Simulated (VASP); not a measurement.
# Cs2SnI6 (Fm-3m) in VASP: notebook, part 2 of 2

VASP 6.6.1.

## 3. Single point, PBEsol

File INCAR:

```
SYSTEM = Cs2SnI6
PREC     = Accurate       ! precision mode
ENCUT    = 500            ! plane-wave cutoff, eV
EDIFF    = 1E-6           ! SCF threshold, eV
ISMEAR   = -1             ! smearing method
SIGMA    = 0.0318         ! smearing width, eV
LREAL    = .FALSE.        ! projectors in reciprocal space
LASPH    = .TRUE.         ! aspherical terms in the spheres
NELM     = 120            ! most SCF steps
ALGO     = Normal         ! electronic algorithm
ISIF     = 2              ! what is computed and relaxed
LWAVE    = .FALSE.        ! write WAVECAR
LCHARG   = .FALSE.        ! write CHGCAR
GGA      = PS             ! functional
NBANDS   = 47             ! bands
GGA_COMPAT= .FALSE.
```

File KPOINTS:

```
regular mesh
0
G
  3 3 3
  0 0 0
```

File POSCAR:

```
Cs2SnI6
1.0
    0.0000000000      5.8837670000      5.8837670000
    5.8837670000      0.0000000000      5.8837670000
    5.8837670000      5.8837670000      0.0000000000
Sn Cs I
1 2 6
Direct
    0.0000000000      0.0000000000      0.0000000000
    0.2500000000      0.2500000000      0.2500000000
    0.7500000000      0.7500000000      0.7500000000
    0.7550000000      0.2450000000      0.2450000000
    0.2450000000      0.7550000000      0.2450000000
    0.2450000000      0.7550000000      0.7550000000
    0.7550000000      0.2450000000      0.7550000000
    0.2450000000      0.2450000000      0.7550000000
    0.7550000000      0.7550000000      0.2450000000
```

Potentials or basis: VASP PAW PBE potentials, release 64 (Sn_d, Cs_sv, I).

Run with:

```sh
$ cat potpaw_PBE.64/Sn_d/POTCAR potpaw_PBE.64/Cs_sv/POTCAR potpaw_PBE.64/I/POTCAR > POTCAR
$ mpirun -np 1 vasp_std > vasp.out
```

Wall time 2.5 min (1 thread of Oxide Virtual Turin-like, shared host); peak memory 0.57 GiB.

Results (log left out):

* Free energy: -24.8345 eV
* Pressure: -0.5 GPa
* Largest force: 0.022 eV/Å
* Band gap on the k mesh: 0.08 eV

Forces in eV/Å, atoms in the order of the input:
```
Sn   0.000  0.000  0.000
Cs   0.000  0.000  0.000
Cs   0.000  0.000  0.000
I   -0.022  0.000  0.000
I    0.000 -0.022  0.000
I    0.022  0.000  0.000
I    0.000  0.022  0.000
I    0.000  0.000 -0.022
I    0.000  0.000  0.022
```

Levels at points of the mesh, in eV from the valence-band top:
| k point | band 33 | band 34 | band 35 | band 36 | band 37 | band 38 | band 39 | band 40 | band 41 | band 42 |
| --- | --- | --- | --- | --- | --- | --- | --- | --- | --- | --- |
| (0.00, 0.00, 0.00) | -0.46 | -0.46 | 0.00 | 0.00 | 0.00 | 0.08 | 3.92 | 3.92 | 3.92 | 3.93 |

Caveat: semilocal functionals underestimate gaps, and a narrow one can read as zero; the PAW data sets were made with another functional, which shifts forces and pressure a little; spin-orbit coupling is left out, which moves the levels of the heavy elements.

## 4. Single point, PBE

File INCAR:

```
SYSTEM = Cs2SnI6
PREC = Accurate
ENCUT = 500
EDIFF = 1E-6
ISMEAR = -1
SIGMA = 0.0318
LREAL = .FALSE.
LASPH = .TRUE.
NELM = 120
ALGO = Normal
ISIF = 2
LWAVE = .FALSE.
LCHARG = .FALSE.
GGA = PE
ISYM = 0
NBANDS = 47
GGA_COMPAT = .FALSE.
```

KPOINTS is that of step 3.

POSCAR is that of step 3.

Potentials or basis: VASP PAW PBE potentials, release 64 (Sn_d, Cs_sv, I).

Run with:

```sh
$ cat potpaw_PBE.64/Sn_d/POTCAR potpaw_PBE.64/Cs_sv/POTCAR potpaw_PBE.64/I/POTCAR > POTCAR
$ mpirun -np 1 vasp_std > vasp.out
```

OUTCAR:

```text
SYSTEM = Cs2SnI6
   PREC = Accurate
   ENCUT = 500
   EDIFF = 1E-6
   ISMEAR = -1
   LREAL = .FALSE.
   LASPH = .TRUE.
   NELM = 120
   ISIF = 2
   GGA = PE
   ISYM = 0

 ion  position               nearest neighbor table
   1  0.000  0.000  0.000-   4 2.88   5 2.88   6 2.88   7 2.88   8 2.88   9 2.88
   2  0.250  0.250  0.250-
   3  0.750  0.750  0.750-
   4  0.755  0.245  0.245-   1 2.88
   5  0.245  0.755  0.245-   1 2.88
   6  0.245  0.755  0.755-   1 2.88
   7  0.755  0.245  0.755-   1 2.88
   8  0.245  0.245  0.755-   1 2.88
   9  0.755  0.755  0.245-   1 2.88
[... 862 lines left out ...]
  Total        2.1426285      2.1426123      2.1426138      0.0000019     -0.0000011      0.0000008
  in kB        8.4267685      8.4267049      8.4267108      0.0000073     -0.0000045      0.0000032
  external PRESSURE =       8.4267281 kB  Pullay stress =       0.0000000 kB

 VOLUME and BASIS-vectors are now :
 -----------------------------------------------------------------------------
  energy-cutoff  :      500.00
  volume of cell :      407.38
      direct lattice vectors                 reciprocal lattice vectors
     0.000000000  5.883767000  5.883767000    -0.084979572  0.084979572  0.084979572
     5.883767000  0.000000000  5.883767000     0.084979572 -0.084979572  0.084979572
     5.883767000  5.883767000  0.000000000     0.084979572  0.084979572 -0.084979572

 POSITION                                       TOTAL-FORCE (eV/Angst)
 -----------------------------------------------------------------------------------
      0.00000      0.00000      0.00000        -0.000000     -0.000000     -0.000001
      2.94188      2.94188      2.94188        -0.000000     -0.000001      0.000001
      8.82565      8.82565      8.82565        -0.000000      0.000002      0.000001
      2.88305      5.88377      5.88377         0.109598     -0.000000      0.000000
      5.88377      2.88305      5.88377        -0.000000      0.109598     -0.000000
      8.88449      5.88377      5.88377        -0.109596     -0.000000      0.000000
      5.88377      8.88449      5.88377        -0.000001     -0.109598     -0.000000
      5.88377      5.88377      2.88305         0.000000      0.000001      0.109598
      5.88377      5.88377      8.88449         0.000000      0.000000     -0.109598
 -----------------------------------------------------------------------------------
    total drift:                                0.000000      0.000001      0.000002

  FREE ENERGIE OF THE ION-ELECTRON SYSTEM (eV)
  ---------------------------------------------------
  free  energy   TOTEN  =       -22.9121485553 eV

  energy  without entropy=      -22.9086134092  energy(sigma->0) =      -22.91038098
```

stdout:

```text
POSCAR found type information on POSCAR SnCsI
 POSCAR found :  3 types and       9 ions
 scaLAPACK will be used
 LDA part: xc-table for (Slater+PW92), standard interpolation
 POSCAR, INCAR and KPOINTS ok, starting setup
 FFT: planning ... GRIDC
 FFT: planning ... GRID_SOFT
 FFT: planning ... GRID
 WAVECAR not read
 entering main loop
```

Run time: 7.1 min. Hardware: 1 thread of Oxide Virtual Turin-like, shared host; peak memory 0.65 GiB.

What came out:

```
Free energy            : -22.9121 eV
Pressure               : 0.8 GPa
Largest force          : 0.110 eV/Å
Band gap on the k mesh : 0.15 eV
```

Forces in eV/Å, atoms in the order of the input:
```
Sn   0.000  0.000  0.000
Cs   0.000  0.000  0.000
Cs   0.000  0.000  0.000
I    0.110  0.000  0.000
I    0.000  0.110  0.000
I   -0.110  0.000  0.000
I    0.000 -0.110  0.000
I    0.000  0.000  0.110
I    0.000  0.000 -0.110
```

Caveat: semilocal functionals underestimate gaps, and a narrow one can read as zero; spin-orbit coupling is left out, which moves the levels of the heavy elements.

## 5. Comparison with measurements

Step 2. Against the measured gap of Cs2SnI6, 1.3 eV (optical; powder; “Changes in charge density vs changes in formal oxidation states: The case of Sn halide perovskites and their ordered vacancy analogues”, 2017, arxiv:1705.01565), the calculated 0.08 eV is off by -1.22 eV. So large a miss can be the level of theory's own, or it may mean another phase, state or a wrong row. Spin-orbit coupling on Cs, I, Sn is left out. The value is that of PBEsol, without temperature or zero-point motion. Semilocal functionals fall short of measured gaps as a rule.

Step 3. A measured gap of Cs2SnI6 is 1.3 eV (optical; powder; “Changes in charge density vs changes in formal oxidation states: The case of Sn halide perovskites and their ordered vacancy analogues”, 2017, arxiv:1705.01565); the calculated 0.08 eV misses it by -1.22 eV. So large a miss can be the level of theory's own, or it may mean another phase, state or a wrong row. Spin-orbit coupling on Cs, I, Sn is left out. The value is that of PBEsol, without temperature or zero-point motion. Semilocal functionals fall short of measured gaps as a rule.

Step 4. A measured gap of Cs2SnI6 is 1.3 eV (optical; powder; “Changes in charge density vs changes in formal oxidation states: The case of Sn halide perovskites and their ordered vacancy analogues”, 2017, arxiv:1705.01565); the calculated 0.15 eV misses it by -1.15 eV. So large a miss can be the level of theory's own, or it may mean another phase, state or a wrong row. Spin-orbit coupling on Cs, I, Sn is left out. The value is that of PBE, without temperature or zero-point motion. Semilocal functionals fall short of measured gaps as a rule.
